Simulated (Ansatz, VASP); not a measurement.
## One calculation of AlCu4, two programs

```
Al Cu
1.0
     6.24357    0.00000    0.00000
     0.00000    6.24357    0.00000
     0.00000    0.00000    6.24357
Al Cu
4 16
Direct
  0.44089 0.94089 0.55911
  0.94089 0.55911 0.44089
  0.55911 0.44089 0.94089
  0.05911 0.05911 0.05911
  0.80908 0.30908 0.19092
  0.30908 0.19092 0.80908
  0.19092 0.80908 0.30908
  0.69092 0.69092 0.69092
  0.04876 0.87489 0.69996
  0.30004 0.54876 0.62511
  0.37489 0.80004 0.95124
  0.54876 0.62511 0.30004
  0.80004 0.95124 0.37489
  0.87489 0.69996 0.04876
  0.95124 0.37489 0.80004
  0.69996 0.04876 0.87489
  0.62511 0.30004 0.54876
  0.45124 0.12511 0.19996
  0.19996 0.45124 0.12511
  0.12511 0.19996 0.45124
```

Alike in both runs: task single point; functional PBEsol; k mesh 6 × 6 × 6; occupations gaussian, width 0.1 eV; no spin polarisation.

|  | VASP | Ansatz |
| --- | --- | --- |
| version | VASP 6.6.1 | Ansatz 0.2.0 |
| potentials or method | VASP PAW PBE potentials, release 64 (Al, Cu), cutoff 520 eV | scalar-relativistic, plane waves, PAW |
| valence electrons in the cell | 188 | 316 |

|  | VASP | Ansatz | Ansatz less VASP |
| --- | --- | --- | --- |
| gap on the k mesh at the Fermi level (eV) | none | none | - |
| pressure (GPa) | -0.7 | -1.3 | -0.60 |
| rms of the force components (eV/Å) | 0.038 | 0.039 | +0.0010 |

VASP's potentials were made for PBE, not for PBEsol. Atom by atom the forces differ by 0.002 eV/Å (rms over components). A gap of «none» marks a metal or a gap that the smearing closes. VASP's potentials hold 188 valence electrons a cell and Ansatz's 316, so a difference there can come from the potentials and not from the codes.
